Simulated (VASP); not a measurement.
# RbBr (I4/mmm) in VASP: notebook

Runs on RbBr. Level: PBEsol. Tasks: single point.

All numbers are computed with VASP 6.6.1; they aren't measurements. Logs are shortened: lines on timing, memory, paths and dates and some standing lists are left out, and cuts for length are marked.

**1. The cell of the first run**

It takes space group I4/mmm (No. 139, tetragonal). The conventional cell has a = 4.847 Å, b = 4.847 Å, c = 6.170 Å, α = 90.00°, β = 90.00°, γ = 90.00°. Rb (site symmetry 4/mmm) has 6 Br at 3.08 to 3.43 Å within 4.1 Å. Br (site symmetry 4/mmm) has 6 Rb at 3.08 to 3.43 Å within 4.1 Å.

**2. Single point, PBEsol (strain -0.1000 x Voigt [1, 0, 0, 0, 0, 0])**

INCAR reads:

```
PREC = Accurate
ENCUT = 520
EDIFF = 1E-6
ISMEAR = 0
SIGMA = 0.05
LREAL = False
LASPH = True
NELM = 60
ALGO = Normal
ISIF = 2
LWAVE = False
LCHARG = True
GGA = PS
LELF = True
LVHAR = True
NBANDS = 15
```

KPOINTS reads:

```
Automatic mesh
0
Gamma
  6 6 6
```

POSCAR reads:

```
RbBr
1.0
    0.0000000000      3.4275000000      3.4275000000
    3.0847500000      0.0000000000      3.4275000000
    3.0847500000      3.4275000000      0.0000000000
Rb Br
1 1
Direct
    0.0000000000      0.0000000000      0.0000000000
    0.5000000000      0.5000000000      0.5000000000
```

Potentials or basis: VASP PAW PBE potentials, release 64 (Rb_sv, Br).

Run with:

```sh
cat potpaw_PBE.64/Rb_sv/POTCAR potpaw_PBE.64/Br/POTCAR > POTCAR
mpirun -np 1 vasp_std > vasp.out
```

OUTCAR:

```text
PREC = Accurate
   ENCUT = 520
   EDIFF = 1E-6
   ISMEAR = 0
   LREAL = False
   LASPH = True
   NELM = 60
   ISIF = 2
   GGA = PS

 ion  position               nearest neighbor table
   1  0.000  0.000  0.000-   2 3.08   2 3.08   2 3.43   2 3.43   2 3.43   2 3.43
   2  0.500  0.500  0.500-   1 3.08   1 3.08   1 3.43   1 3.43   1 3.43   1 3.43

  LATTYP: Found a body centered tetragonal cell.
 ALAT       =     4.8472169850
 C/A-ratio  =     1.2727922061

  Lattice vectors:

 A1 = (  -3.0847500000,   0.0000000000,  -3.4275000000)
 A2 = (  -3.0847500000,   0.0000000000,   3.4275000000)
 A3 = (   3.0847500000,   3.4275000000,   0.0000000000)

Analysis of symmetry for initial positions (statically):
=====================================================================
 Subroutine PRICEL returns:
 Original cell was already a primitive cell.

 Routine SETGRP: Setting up the symmetry group for a
 body centered tetragonal supercell.

 Subroutine GETGRP returns: Found 16 space group operations
 (whereof 16 operations were pure point group operations)
 out of a pool of 16 trial point group operations.

The static configuration has the point symmetry D_4h.

Analysis of symmetry for dynamics (positions and initial velocities):
=====================================================================
 Subroutine PRICEL returns:
 Original cell was already a primitive cell.

 Routine SETGRP: Setting up the symmetry group for a
 body centered tetragonal supercell.

 Subroutine GETGRP returns: Found 16 space group operations
 (whereof 16 operations were pure point group operations)
 out of a pool of 16 trial point group operations.

The dynamic configuration has the point symmetry D_4h.

 Subroutine INISYM returns: Found 16 space group operations
 (whereof 16 operations are pure point group operations),
 and found     1 'primitive' translations

----------------------------------------------------------------------------------------

                                     Primitive cell

  volume of cell :      72.4778

  direct lattice vectors                    reciprocal lattice vectors
     0.000000000  3.427500000  3.427500000    -0.162087689  0.145878920  0.145878920
     3.084750000  0.000000000  3.427500000     0.162087689 -0.145878920  0.145878920
     3.084750000  3.427500000  0.000000000     0.162087689  0.145878920 -0.145878920

  length of vectors
     4.847216985  4.611229642  4.611229642     0.262361845  0.262361845  0.262361845

  position of ions in fractional coordinates (direct lattice)
     0.000000000  0.000000000  0.000000000
     0.500000000  0.500000000  0.500000000

  ion indices of the primitive-cell ions
   primitive index   ion index
                 1           1
                 2           2

----------------------------------------------------------------------------------------

 KPOINTS: Automatic mesh

Automatic generation of k-mesh.
 Grid dimensions read from file:
 generate k-points for:    6    6    6

 Generating k-lattice:

  Cartesian coordinates                     Fractional coordinates (reciprocal lattice)
    -0.027014615  0.024313153  0.024313153     0.166666667  0.000000000  0.000000000
     0.027014615 -0.024313153  0.024313153     0.000000000  0.166666667  0.000000000
     0.027014615  0.024313153 -0.024313153     0.000000000  0.000000000  0.166666667

  Length of vectors
     0.043726974  0.043726974  0.043726974

  Shift w.r.t. Gamma in fractional coordinates (k-lattice)
     0.000000000  0.000000000  0.000000000

 Subroutine IBZKPT returns following result:
 ===========================================

 Found     30 irreducible k-points:

 Following reciprocal coordinates:
            Coordinates               Weight
  0.000000  0.000000  0.000000      1.000000
  0.166667  0.000000  0.000000      8.000000
  0.333333  0.000000  0.000000      8.000000
  0.500000 -0.000000 -0.000000      4.000000
  0.166667  0.166667  0.000000      4.000000
  0.333333  0.166667  0.000000     16.000000
[... 16 lines left out ...]
 -0.333333  0.500000  0.166667      4.000000
  0.333333 -0.333333  0.166667      8.000000
 [... further k-points ...]
   k-points           NKPTS =     30   k-points in BZ     NKDIM =     30   number of bands    NBANDS=     15
   number of dos      NEDOS =    301   number of ions     NIONS =      2
   total plane-waves  NPLWV =  46656
   dimension x,y,z NGX =    36 NGY =   36 NGZ =   36
   dimension x,y,z NGXF=    72 NGYF=   72 NGZF=   72
   ions per type =               1   1
   NGX,Y,Z   is equivalent  to a cutoff of  12.35, 12.98, 12.98 a.u.
   NGXF,Y,Z  is equivalent  to a cutoff of  24.69, 25.96, 25.96 a.u.
 SYSTEM =  unknown system
   PREC   = accura    normal or accurate (medium, high low for compatibility)
   ISTART =      0    job   : 0-new  1-cont  2-samecut
   ICHARG =      2    charge: 1-file 2-atom 10-const
   ISPIN  =      1    spin polarized calculation?
   LNONCOLLINEAR =      F non collinear calculations
   LSORBIT =      F    spin-orbit coupling
   LASPH  =      T    aspherical Exc in radial PAW
   ENCUT  =  520.0 eV  38.22 Ry    6.18 a.u.   9.01  8.57  8.57*2*pi/ulx,y,z
   NELM   =     60;   NELMIN=  2; NELMDL= -5     # of ELM steps
   EDIFF  = 0.1E-05   stopping-criterion for ELM
   LREAL  =      F    real-space projection
   EDIFFG = 0.1E-04   stopping-criterion for IOM
   NSW    =      0    number of steps for IOM
   IBRION =     -1    ionic relax: 0-MD 1-quasi-New 2-CG
   NFREE  =      0    steps in history (QN), initial steepest desc. (CG)
   ISIF   =      2    stress and relaxation
   ISYM   =      2    0-nonsym 1-usesym 2-fastsym
   POTIM  = 0.5000    time-step for ionic-motion
   TEBEG  =    0.0;   TEEND  =   0.0 temperature during run
   PSTRESS=    0.0 pullay stress
   NELECT =      16.0000    total number of electrons
   NUPDOWN=      -1.0000    fix difference up-down
   EMIN   =  10.00;   EMAX   =-10.00  energy-range for DOS
   EFERMI =   0.00;   METHOD = LEGACY
   ISMEAR =     0;   SIGMA  =   0.05  broadening in eV -4-tet -1-fermi 0-gaus
   EFERMI_NEDOS =   21; number of points for ismear=-14 and -15
   IALGO  =     38    algorithm
   IMIX   =      4    mixing-type and parameters
     AMIX     =   0.40;   BMIX     =  1.00
     AMIX_MAG =   1.60;   BMIX_MAG =  1.00
  volume/ion in A,a.u.               =      36.24       244.55
  Fermi-wavevector in a.u.,A,eV,Ry     =   0.989418  1.869729 13.319399  0.978948
  Thomas-Fermi vector in A             =   2.121015
   LORBIT       =      0    0 simple, 1 ext, 2 COOP (PROOUT), +10 PAW based schemes
   GGA     = PS    functional components
   LHFCALC =     F    Hartree Fock is set to
   AEXX    =    0.0000 exact exchange contribution
   IVDW    =     0    specifies the selected vdW correction
   LEPSILON=     F    determine dielectric tensor
   LRPA    =     F    only Hartree local field effects (RPA)
 non-spin polarized calculation
 Gauss-broadening in eV      SIGMA  =   0.05
  energy-cutoff  :      520.00
  volume of cell :       72.48
 maximum number of plane-waves:      1973
   NGX = 17   NGY = 17   NGZ = 17

 number of electron      15.9999998 magnetization

 Free energy of the ion-electron system (eV)
  ---------------------------------------------------
  ext. energy  EPLUGINS =         0.00000000
  ---------------------------------------------------
  free energy    TOTEN  =        -6.21536608 eV

  energy without entropy =       -6.21536608  energy(sigma->0) =       -6.21536608

 E-fermi :  -0.9651     XC(G=0):  -7.8322

 val. band max:       -1.2100404837   @ k =   0.0000   0.0000   0.0000
 cond. band min:       2.9985867196   @ k =   0.0000   0.0000   0.0000
 fundamental gap:      4.2086272033
 Fermi energy:        -0.9651182920

 k-point     1 :       0.0000    0.0000    0.0000
  band No.  band energies     occupation
      1     -25.5516      2.00000
      2     -13.7400      2.00000
      3      -9.7411      2.00000
      4      -9.6336      2.00000
      5      -9.6336      2.00000
      6      -1.4810      2.00000
      7      -1.4810      2.00000
      8      -1.2100      2.00000
      9       2.9986      0.00000
     10       5.5645      0.00000
     11       5.5645      0.00000
     12       6.2856      0.00000
     13       6.4361      0.00000
     14       7.1931      0.00000
     15       9.6493      0.00000

 k-point     2 :       0.1667    0.0000    0.0000
  band No.  band energies     occupation
      1     -25.5470      2.00000
      2     -13.7684      2.00000
      3      -9.6925      2.00000
      4      -9.6443      2.00000
      5      -9.6328      2.00000
      6      -1.7936      2.00000
      7      -1.5965      2.00000
      8      -1.4578      2.00000
      9       3.7005      0.00000
     10       5.6181      0.00000
     11       5.9669      0.00000
     12       6.4227      0.00000
     13       6.8886      0.00000
     14       7.7719      0.00000
     15      10.7806      0.00000

 k-point     3 :       0.3333    0.0000    0.0000
  band No.  band energies     occupation
      1     -25.5378      2.00000
      2     -13.8237      2.00000
      3      -9.6682      2.00000
      4      -9.6653      2.00000
      5      -9.5563      2.00000
      6      -2.3897      2.00000
      7      -1.8081      2.00000
      8      -1.7810      2.00000
      9       4.9608      0.00000
     10       5.9661      0.00000
     11       7.0689      0.00000
     12       7.3141      0.00000
     13       8.0246      0.00000
     14       9.1420      0.00000
     15      10.4395      0.00000
[... 343 lines left out ...]
 k-point    23 :      -0.3333    0.5000    0.1667
  band No.  band energies     occupation
      1     -25.5294      2.00000
      2     -13.6939      2.00000
      3      -9.9088      2.00000
      4      -9.8875      2.00000
      5      -9.6489      2.00000
      6      -1.9514      2.00000
      7      -1.8888      2.00000
      8      -1.4453      2.00000
      9       4.7265      0.00000
     10       6.4013      0.00000
     11       6.9586      0.00000
     12       7.9120      0.00000
     13       8.5092      0.00000
     14       9.8504      0.00000
     15      10.3574      0.00000

 k-point    24 :       0.3333   -0.3333    0.1667
  band No.  band energies     occupation
      1     -25.5310      2.00000
      2     -13.8046      2.00000
      3      -9.7754      2.00000
      4      -9.7714      2.00000
      5      -9.5149      2.00000
      6      -2.3159      2.00000
      7      -1.8956      2.00000
      8      -1.8900      2.00000
      9       5.8488      0.00000
     10       6.1194      0.00000
     11       7.1647      0.00000
     12       7.4866      0.00000
     13       8.9084      0.00000
     14       9.8626      0.00000
     15      10.7239      0.00000

 [... further k-points ...]
[... 5 lines left out ...]
  --------------------------------------------------------------------------------------
  -------------------------------------------------------------------------------------
  Total        3.2346273      0.2027864      0.2027864      0.0000000      0.0000000     -0.0000000
  in kB       71.5039335      4.4827495      4.4827495      0.0000000      0.0000000     -0.0000000
  external PRESSURE =      26.8231442 kB  Pullay stress =       0.0000000 kB

 VOLUME and BASIS-vectors are now :
 -----------------------------------------------------------------------------
  energy-cutoff  :      520.00
  volume of cell :       72.48
      direct lattice vectors                 reciprocal lattice vectors
     0.000000000  3.427500000  3.427500000    -0.162087689  0.145878920  0.145878920
     3.084750000  0.000000000  3.427500000     0.162087689 -0.145878920  0.145878920
     3.084750000  3.427500000  0.000000000     0.162087689  0.145878920 -0.145878920

 POSITION                                       TOTAL-FORCE (eV/Angst)
 -----------------------------------------------------------------------------------
      0.00000      0.00000      0.00000         0.000000      0.000000      0.000000
      3.08475      3.42750      3.42750        -0.000000     -0.000000     -0.000000
 -----------------------------------------------------------------------------------
    total drift:                                0.000000      0.000000      0.000000

  FREE ENERGIE OF THE ION-ELECTRON SYSTEM (eV)
  ---------------------------------------------------
  free  energy   TOTEN  =        -6.2153660796 eV

  energy  without entropy=       -6.2153660796  energy(sigma->0) =       -6.21536608
```

Wall time 36 s (1 thread of Intel Xeon Platinum 8259CL at 2.50GHz (Skylake/Cascade Lake), shared host); peak memory 0.21 GiB.

What came out:

```yaml
Free_energy: -6.2154 eV
Pressure: 2.7 GPa
Band_gap_on_the_k_mesh: 4.21 eV, direct
```

Levels at points of the mesh, in eV from the valence-band top:
```csv
k point,band 5,band 6,band 7,band 8,band 9,band 10,band 11,band 12
"(0.00, 0.00, 0.00)",-8.42,-0.27,-0.27,0.00,4.21,6.77,6.77,7.50
"(0.50, 0.00, 0.00)",-8.29,-1.44,-0.71,-0.70,6.68,7.70,9.53,9.60
"(0.50, 0.50, 0.00)",-8.49,-0.80,-0.40,-0.14,5.20,7.10,9.20,9.21
"(0.00, 0.50, 0.50)",-8.58,-0.47,-0.47,-0.41,5.05,7.36,9.34,9.54
```

Caveat: the cell differs from its parent crystal (strain -0.1000 x Voigt [1, 0, 0, 0, 0, 0]); the PAW data sets were made with another functional, which shifts forces and pressure a little.

(Continued in part 2 of 2.)
